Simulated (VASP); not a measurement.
The system is Ir.

```
CELL_PARAMETERS angstrom
0.00000 2.00198 1.58797
2.00198 0.00000 1.58797
2.00198 2.00198 0.00000
ATOMIC_POSITIONS crystal
Ir 0.00000 0.00000 0.00000
```

This cell differs from its parent crystal: volume 12.729 Å^3 an atom, c/a of the conventional cell 0.7932.

Base run:

| Quantity | Value |
| --- | --- |
| Program | VASP 6.6.1 |
| Functional | LDA |
| Potentials or basis | VASP PAW LDA potentials, release 64 (Ir) |
| Cutoff | 520 eV |
| k mesh | 22 × 22 × 22 |
| Occupations | gaussian, width 0.15 eV |
| Spin | no spin polarisation |

Its results: pressure 56.0 GPa.

The run is repeated on the same cell with these changes: potentials or basis from VASP PAW LDA potentials, release 64 (Ir) to VASP PAW LDA potentials, release 64 (Ir_sv_GW); cutoff from 520 eV to 500 eV; further incar settings from ALGO = Fast; EDIFF = 1e-06; NBANDS = 10 to ALGO = Normal; EDIFF = 1e-06; NBANDS = 14; valence electrons from 9 to 17. What comes out?

Pressure 50.2 GPa.
